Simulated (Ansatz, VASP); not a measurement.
# Two plane-wave programs on Al2O3

File INCAR:

```
SYSTEM = Al2O3
  PREC = Accurate
  ENCUT = 520
  EDIFF = 1E-6
  ISMEAR = 0
  SIGMA = 0.1
  LREAL = .False.
  LASPH = .True.
  NELM = 100
  ALGO = Normal
  ISIF = 2
  LWAVE = .False.
  LCHARG = .True.
  GGA = PE
  LELF = .True.
  LVHAR = .True.
  NBANDS = 20
```

The input KPOINTS:

```
Automatic mesh
0
Gamma
  6 6 4
  0 0 0
```

File POSCAR:

```
Al2O3
1.0
    2.8883250932      0.0000000000      0.0000000000
   -1.4441625466      2.5013629051      0.0000000000
    0.0000000000      0.0000000000      7.5474296337
Al O
2 3
Direct
    0.3333333333      0.6666666667      0.1823745395
    0.6666666667      0.3333333333      0.8176254605
    0.0000000000      0.0000000000      0.0000000000
    0.3333333333      0.6666666667      0.7274424035
    0.6666666667      0.3333333333      0.2725575965
```

Input for Ansatz:

```yaml
crystal:
  lattice:
    - [2.8883250932, 0.0, 0.0]
    - [-1.4441625466, 2.5013629051, 0.0]
    - [0.0, 0.0, 7.5474296337]
  atoms:
    - { symbol: Al, position: [0.3333333333, 0.6666666667, 0.1823745395] }
    - { symbol: Al, position: [0.6666666667, 0.3333333333, 0.8176254605] }
    - { symbol: O, position: [0.0, 0.0, 0.0] }
    - { symbol: O, position: [0.3333333333, 0.6666666667, 0.7274424035] }
    - { symbol: O, position: [0.6666666667, 0.3333333333, 0.2725575965] }
basis:
  ecutwfc: 420
kpoints:
  mp_grid: { grid: [6, 6, 4] }
hamiltonian:
  xc: pbe
scf:
  occupations: { method: gaussian, width: 0.1 }
output:
  forces: true
  stress: true
  eigenvalues: true
```

Alike in both runs: task single point; functional PBE; k mesh 6 × 6 × 4; occupations gaussian, width 0.1 eV; no spin polarisation.

|  | VASP | Ansatz |
| --- | --- | --- |
| version | VASP 6.6.1 | Ansatz 0.2.0 |
| potentials or method | VASP PAW PBE potentials, release 64 (Al, O), cutoff 520 eV | scalar-relativistic, plane waves, PAW |
| valence electrons in the cell | 24 | 24 |

|  | VASP | Ansatz | Ansatz less VASP |
| --- | --- | --- | --- |
| gap on the k mesh at the Fermi level (eV) | 4.74 | 4.76 | +0.020 |
| least direct gap on the mesh (eV) | 4.88 | 4.90 | +0.018 |
| pressure (GPa) | 0.0 | 0.0 | -0.02 |
| traceless stress, the component that is largest in VASP (GPa) | -0.21 | 0.02 | +0.232 |
| rms of the force components (eV/Å) | 0.018 | 0.000 | -0.0181 |

Atom by atom the forces differ by 0.018 eV/Å (rms over components).
